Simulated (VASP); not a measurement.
# GaN (Fm-3m) in VASP: settings compared

The runs below take GaN through single point, with PBE, revPBE+D4, BLYP, RPBE+D4.

All numbers are computed with VASP 6.6.1; they aren't measurements. Logs are shortened: lines on timing, memory, paths and dates and some standing lists are left out, and cuts for length are marked.

## Step 1: The cell of the first run

The structure is cubic, space group Fm-3m (No. 225). The conventional cell has a = 3.985 Å, b = 3.985 Å, c = 3.985 Å, α = 90.00°, β = 90.00°, γ = 90.00°. Within 2.6 Å of Ga (site symmetry m-3m) lie 6 N at 1.99 Å. N (site symmetry m-3m) has 6 Ga at 1.99 Å within 2.6 Å.

## Step 2: Single point, PBE

Contents of INCAR:

```
SYSTEM = GaN
ALGO = Normal
EDIFF = 1E-7
ENCUT = 520
GGA = PE
ISIF = 2
ISMEAR = 0
LASPH = .TRUE.
LCHARG = .FALSE.
LREAL = .FALSE.
LWAVE = .FALSE.
NBANDS = 16
NELM = 100
PREC = Accurate
SIGMA = 0.05
```

Contents of KPOINTS:

```
k-points
0
G
  10 10 10
  0 0 0
```

Contents of POSCAR:

```
GaN
1.0
    0.0000000000      1.9925010849      1.9925010849
    1.9925010849      0.0000000000      1.9925010849
    1.9925010849      1.9925010849      0.0000000000
Ga N
1 1
Direct
    0.5000000000      0.5000000000      0.5000000000
    0.0000000000      0.0000000000      0.0000000000
```

Potentials or basis: VASP PAW PBE potentials, release 64 (Ga_d, N).

Launch:

```sh
cat potpaw_PBE.64/Ga_d/POTCAR potpaw_PBE.64/N/POTCAR > POTCAR
mpirun -np 1 vasp_std > vasp.out
```

OUTCAR:

```text
SYSTEM = GaN
   EDIFF = 1E-7
   ENCUT = 520
   GGA = PE
   ISIF = 2
   ISMEAR = 0
   LASPH = .TRUE.
   LREAL = .FALSE.
   NELM = 100
   PREC = Accurate

 ion  position               nearest neighbor table
   1  0.500  0.500  0.500-   2 1.99   2 1.99   2 1.99   2 1.99   2 1.99   2 1.99
   2  0.000  0.000  0.000-   1 1.99   1 1.99   1 1.99   1 1.99   1 1.99   1 1.99

  LATTYP: Found a face centered cubic cell.
 ALAT       =     3.9850021698

  Lattice vectors:

 A1 = (   0.0000000000,   1.9925010849,   1.9925010849)
 A2 = (   1.9925010849,   0.0000000000,   1.9925010849)
 A3 = (   1.9925010849,   1.9925010849,   0.0000000000)

Analysis of symmetry for initial positions (statically):
=====================================================================
 Subroutine PRICEL returns:
 Original cell was already a primitive cell.

 Routine SETGRP: Setting up the symmetry group for a
 face centered cubic supercell.

 Subroutine GETGRP returns: Found 48 space group operations
 (whereof 48 operations were pure point group operations)
 out of a pool of 48 trial point group operations.

The static configuration has the point symmetry O_h .

Analysis of symmetry for dynamics (positions and initial velocities):
=====================================================================
 Subroutine PRICEL returns:
 Original cell was already a primitive cell.

 Routine SETGRP: Setting up the symmetry group for a
 face centered cubic supercell.

 Subroutine GETGRP returns: Found 48 space group operations
 (whereof 48 operations were pure point group operations)
 out of a pool of 48 trial point group operations.

The dynamic configuration has the point symmetry O_h .

 Subroutine INISYM returns: Found 48 space group operations
 (whereof 48 operations are pure point group operations),
 and found     1 'primitive' translations

----------------------------------------------------------------------------------------

                                     Primitive cell

  volume of cell :      15.8207

  direct lattice vectors                    reciprocal lattice vectors
     0.000000000  1.992501085  1.992501085    -0.250940892  0.250940892  0.250940892
     1.992501085  0.000000000  1.992501085     0.250940892 -0.250940892  0.250940892
     1.992501085  1.992501085  0.000000000     0.250940892  0.250940892 -0.250940892

  length of vectors
[... 80 lines left out ...]
   ENCUT  =  520.0 eV  38.22 Ry    6.18 a.u.   5.24  5.24  5.24*2*pi/ulx,y,z
   NELM   =    100;   NELMIN=  2; NELMDL= -5     # of ELM steps
   EDIFF  = 0.1E-06   stopping-criterion for ELM
   LREAL  =      F    real-space projection
   EDIFFG = 0.1E-05   stopping-criterion for IOM
   NSW    =      0    number of steps for IOM
   IBRION =     -1    ionic relax: 0-MD 1-quasi-New 2-CG
   NFREE  =      0    steps in history (QN), initial steepest desc. (CG)
   ISIF   =      2    stress and relaxation
   ISYM   =      2    0-nonsym 1-usesym 2-fastsym
   POTIM  = 0.5000    time-step for ionic-motion
   TEBEG  =    0.0;   TEEND  =   0.0 temperature during run
   PSTRESS=    0.0 pullay stress
   NELECT =      18.0000    total number of electrons
   NUPDOWN=      -1.0000    fix difference up-down
   EMIN   =  10.00;   EMAX   =-10.00  energy-range for DOS
   EFERMI =   0.00;   METHOD = LEGACY
   ISMEAR =     0;   SIGMA  =   0.05  broadening in eV -4-tet -1-fermi 0-gaus
   EFERMI_NEDOS =   21; number of points for ismear=-14 and -15
   IALGO  =     38    algorithm
   IMIX   =      4    mixing-type and parameters
     AMIX     =   0.40;   BMIX     =  1.00
     AMIX_MAG =   1.60;   BMIX_MAG =  1.00
  volume/ion in A,a.u.               =       7.91        53.38
  Fermi-wavevector in a.u.,A,eV,Ry     =   1.709059  3.229654 39.741030  2.920883
  Thomas-Fermi vector in A             =   2.787613
   LORBIT       =      0    0 simple, 1 ext, 2 COOP (PROOUT), +10 PAW based schemes
   GGA     = PE    functional components
   LHFCALC =     F    Hartree Fock is set to
   AEXX    =    0.0000 exact exchange contribution
   IVDW    =     0    specifies the selected vdW correction
   LEPSILON=     F    determine dielectric tensor
   LRPA    =     F    only Hartree local field effects (RPA)
 non-spin polarized calculation
 Gauss-broadening in eV      SIGMA  =   0.05
  energy-cutoff  :      520.00
  volume of cell :       15.82
 maximum number of plane-waves:       444
 NGX is ok and might be reduce to    24
   NGX = 11   NGY = 11   NGZ = 11

 number of electron      17.9999999 magnetization

 Free energy of the ion-electron system (eV)
  ---------------------------------------------------
  ext. energy  EPLUGINS =         0.00000000
  ---------------------------------------------------
  free energy    TOTEN  =       -10.53587264 eV

  energy without entropy =      -10.53587264  energy(sigma->0) =      -10.53587264

 E-fermi :  10.5551     XC(G=0): -14.1206

 val. band max:       10.2907559870   @ k =  -0.2000   0.2000   0.0000
 cond. band min:      12.1124319259   @ k =   0.5000   0.5000   0.0000
 fundamental gap:      1.8216759389
 Fermi energy:        10.5550977023

 k-point     1 :       0.0000    0.0000    0.0000
  band No.  band energies     occupation
      1      -8.9405      2.00000
      2      -3.6888      2.00000
      3      -3.6888      2.00000
      4      -3.6888      2.00000
      5      -3.5394      2.00000
      6      -3.5394      2.00000
[... 433 lines left out ...]
      3      -3.4893      2.00000
      4      -3.4465      2.00000
      5      -3.3149      2.00000
      6      -2.7264      2.00000
[... 8 lines left out ...]
     15      37.5912      0.00000
     16      39.5657      0.00000

 [... further k-points ...]

------------------------ aborting loop because EDIFF is reached ----------------------------------------

  FORCE on cell =-STRESS in cart. coord.  units (eV):
  Direction    XX          YY          ZZ          XY          YZ          ZX
  --------------------------------------------------------------------------------------
  -------------------------------------------------------------------------------------
  Total        6.9398799      6.9398799      6.9398799      0.0000000      0.0000000      0.0000000
  in kB      702.8082394    702.8082394    702.8082394      0.0000000      0.0000000      0.0000000
  external PRESSURE =     702.8082394 kB  Pullay stress =       0.0000000 kB

 VOLUME and BASIS-vectors are now :
 -----------------------------------------------------------------------------
  energy-cutoff  :      520.00
  volume of cell :       15.82
      direct lattice vectors                 reciprocal lattice vectors
     0.000000000  1.992501085  1.992501085    -0.250940892  0.250940892  0.250940892
     1.992501085  0.000000000  1.992501085     0.250940892 -0.250940892  0.250940892
     1.992501085  1.992501085  0.000000000     0.250940892  0.250940892 -0.250940892

 POSITION                                       TOTAL-FORCE (eV/Angst)
 -----------------------------------------------------------------------------------
      1.99250      1.99250      1.99250        -0.000000      0.000000      0.000000
      0.00000      0.00000      0.00000         0.000000     -0.000000     -0.000000
 -----------------------------------------------------------------------------------
    total drift:                                0.000000     -0.000000      0.000000

  FREE ENERGIE OF THE ION-ELECTRON SYSTEM (eV)
  ---------------------------------------------------
  free  energy   TOTEN  =       -10.5358726389 eV

  energy  without entropy=      -10.5358726389  energy(sigma->0) =      -10.53587264
```

OSZICAR:

```text
N       E                     dE             d eps       ncg     rms          rms(c)
DAV:   1     0.765379534958E+02    0.76538E+02   -0.89420E+03  1664   0.228E+03
DAV:   2    -0.833252667478E+01   -0.84870E+02   -0.79563E+02  1712   0.338E+02
DAV:   3    -0.125769362302E+02   -0.42444E+01   -0.42293E+01  1688   0.638E+01
DAV:   4    -0.126141168509E+02   -0.37181E-01   -0.37177E-01  1880   0.613E+00
DAV:   5    -0.126144572045E+02   -0.34035E-03   -0.34035E-03  1768   0.548E-01    0.799E+00
DAV:   6    -0.105695595715E+02    0.20449E+01   -0.40229E+00  2160   0.469E+01    0.253E+00
DAV:   7    -0.105509237646E+02    0.18636E-01   -0.34938E-01  1736   0.565E+00    0.168E+00
DAV:   8    -0.105378860157E+02    0.13038E-01   -0.26241E-02  1976   0.325E+00    0.370E-01
DAV:   9    -0.105359188943E+02    0.19671E-02   -0.72964E-03  2000   0.288E+00    0.904E-02
DAV:  10    -0.105358740324E+02    0.44862E-04   -0.35031E-04  1624   0.230E-01    0.461E-02
DAV:  11    -0.105358715873E+02    0.24451E-05   -0.10343E-04  1848   0.176E-01    0.264E-02
DAV:  12    -0.105358727772E+02   -0.11899E-05   -0.70889E-06  1656   0.279E-02    0.107E-02
DAV:  13    -0.105358726246E+02    0.15260E-06   -0.12565E-07  1632   0.575E-03    0.587E-03
DAV:  14    -0.105358726389E+02   -0.14284E-07   -0.97038E-08  1064   0.414E-03
   1 F= -.10535873E+02 E0= -.10535873E+02  d E =-.246834E-15
```

stdout:

```text
POSCAR found type information on POSCAR GaN
 POSCAR found :  2 types and       2 ions
 scaLAPACK will be used
 LDA part: xc-table for (Slater+PW92), standard interpolation
 POSCAR, INCAR and KPOINTS ok, starting setup
 FFT: planning ... GRIDC
 FFT: planning ... GRID_SOFT
 FFT: planning ... GRID
 WAVECAR not read
 entering main loop
```

Run time: 21 s. Hardware: 1 thread of Intel Xeon Platinum 8488C (Sapphire Rapids), shared host; peak memory 0.14 GiB.

What came out:

```
Free energy            : -10.5359 eV
Pressure               : 70.3 GPa
Band gap on the k mesh : 1.82 eV, indirect (least direct gap 5.21 eV)
```

## Step 3: Single point, revPBE+D4

Contents of INCAR:

```
SYSTEM = GaN
ALGO = Normal
EDIFF = 1E-6
ENCUT = 520
GGA = RE
ISIF = 2
ISMEAR = 0
IVDW = 13
LASPH = .True.
LCHARG = .False.
LREAL = .False.
LWAVE = .False.
NBANDS = 16
NELM = 80
PREC = Accurate
SIGMA = 0.05
```

Contents of KPOINTS:

```
k-points
0
Gamma
  10 10 10
  0 0 0
```

POSCAR is that of step 2.

Potentials or basis: VASP PAW PBE potentials, release 64 (Ga_d, N).

Launch:

```sh
cat potpaw_PBE.64/Ga_d/POTCAR potpaw_PBE.64/N/POTCAR > POTCAR
mpirun -np 1 vasp_std > vasp.out
```

Run time: 25 s. Hardware: 1 thread of Intel Xeon Platinum 8488C (Sapphire Rapids), shared host; peak memory 0.15 GiB.

The run converged. Its results:

```yaml
Free_energy: -11.7642 eV
Pressure: 52.6 GPa
Band_gap_on_the_k_mesh: 1.89 eV, indirect (least direct gap 5.22 eV)
Dispersion_energy_per_atom: -1.020 eV
```

Levels at points of the mesh, in eV from the valence-band top:
```csv
k point,band 6,band 7,band 8,band 9,band 10,band 11,band 12,band 13
"(0.00, 0.00, 0.00)",-13.83,-0.73,-0.73,-0.73,4.49,15.82,15.82,15.82
"(0.50, 0.00, 0.00)",-13.61,-9.12,-0.13,-0.13,5.50,10.22,10.22,12.04
"(0.50, 0.50, 0.00)",-10.53,-8.59,-3.75,-3.75,1.89,8.05,13.87,17.05
```

Caveat: the PAW data sets were made with another functional, which shifts forces and pressure a little.

## Step 4: Single point, BLYP

Contents of INCAR:

```
SYSTEM = GaN
  PREC = Accurate
  ENCUT = 520
  EDIFF = 1E-6
  ISMEAR = 0
  SIGMA = 0.05
  LREAL = .FALSE.
  LASPH = .TRUE.
  NELM = 60
  ALGO = Normal
  ISIF = 2
  LWAVE = .FALSE.
  LCHARG = .FALSE.
  GGA = B5
  ALDAX = 1.0
  AGGAX = 1.0
  AGGAC = 1.0
  ALDAC = 0.0
  NBANDS = 16
```

Contents of KPOINTS:

```
regular mesh
0
G
  10 10 10
  0 0 0
```

POSCAR is that of step 3.

Launch:

```sh
cat potpaw_PBE.64/Ga_d/POTCAR potpaw_PBE.64/N/POTCAR > POTCAR
mpirun -np 1 vasp_std > vasp.out
```

Run time: 32 s. Hardware: 1 thread of Intel Xeon Platinum 8488C (Sapphire Rapids), shared host; peak memory 0.14 GiB.

The run converged. Its results:

```yaml
Free_energy: -8.9239 eV
Pressure: 82.9 GPa
Band_gap_on_the_k_mesh: 1.77 eV, indirect (least direct gap 5.30 eV)
```

Levels at points of the mesh, in eV from the valence-band top:
| k point | band 5 | band 6 | band 7 | band 8 | band 9 | band 10 | band 11 | band 12 | band 13 | band 14 |
| --- | --- | --- | --- | --- | --- | --- | --- | --- | --- | --- |
| (0.00, 0.00, 0.00) | -13.98 | -13.98 | -0.75 | -0.75 | -0.75 | 4.55 | 16.19 | 16.19 | 16.19 | 17.39 |
| (0.50, 0.00, 0.00) | -13.76 | -13.76 | -9.06 | -0.12 | -0.12 | 5.80 | 10.28 | 10.28 | 11.78 | 18.67 |
| (0.50, 0.50, 0.00) | -13.68 | -10.54 | -8.39 | -3.69 | -3.69 | 1.77 | 8.58 | 13.91 | 16.95 | 16.95 |

Caveat: the PAW data sets were made with another functional, which shifts forces and pressure a little. A k mesh can miss the band edges.

## Step 5: Single point, RPBE+D4

Contents of INCAR:

```
SYSTEM = GaN
PREC = Accurate ; ENCUT = 520
EDIFF = 1E-6 ; ISMEAR = 0
SIGMA = 0.05 ; LREAL = .FALSE.
LASPH = .TRUE. ; NELM = 100
ALGO = Normal ; ISIF = 2
LWAVE = .FALSE. ; LCHARG = .FALSE.
GGA = RP ; IVDW = 13
NBANDS = 16
```

KPOINTS is that of step 4.

POSCAR is that of step 4.

Launch:

```sh
cat potpaw_PBE.64/Ga_d/POTCAR potpaw_PBE.64/N/POTCAR > POTCAR
mpirun -np 1 vasp_std > vasp.out
```

It took 28 s on 1 thread of Intel Xeon Platinum 8488C (Sapphire Rapids), shared host; peak memory 0.14 GiB.

Results (log left out):

- Free energy: -11.8289 eV
- Pressure: 52.3 GPa
- Band gap on the k mesh: 1.92 eV, indirect (least direct gap 5.22 eV)
- Dispersion energy per atom: -1.139 eV

Levels at points of the mesh, in eV from the valence-band top:
```tsv
k point	band 7	band 8	band 9	band 10	band 11	band 12
(0.00, 0.00, 0.00)	-0.72	-0.72	-0.72	4.49	15.82	15.82
(0.50, 0.00, 0.00)	-9.11	-0.13	-0.13	5.51	10.24	10.24
(0.50, 0.50, 0.00)	-8.58	-3.74	-3.74	1.92	8.05	13.90
```

Caveat: the PAW data sets were made with another functional, which shifts forces and pressure a little.

## Step 6: Overview

| level | gap on the mesh (eV) | pressure (GPa) |
| --- | --- | --- |
| PBE | 1.82 | 70.3 |
| revPBE+D4 | 1.89 | 52.6 |
| BLYP | 1.77 | 82.9 |
| RPBE+D4 | 1.92 | 52.3 |

Alike in all rows: task single point; potentials or basis VASP PAW PBE potentials, release 64 (Ga_d, N); no spin polarisation; cell as given; k mesh 10 × 10 × 10; cutoff (eV) 520; smearing gaussian 0.05 eV.

On the cell as given the gap runs from 1.77 eV (BLYP) to 1.92 eV (RPBE+D4). The pressure there spans 52.3 GPa (RPBE+D4) to 82.9 GPa (BLYP); a positive pressure means that this level wants a larger cell, a negative one a smaller.

Caveats: the PAW data sets were made with another functional, which shifts forces and pressure a little (some runs).

Total energies depend on the potentials used, so only differences within one code and one set of settings carry meaning.
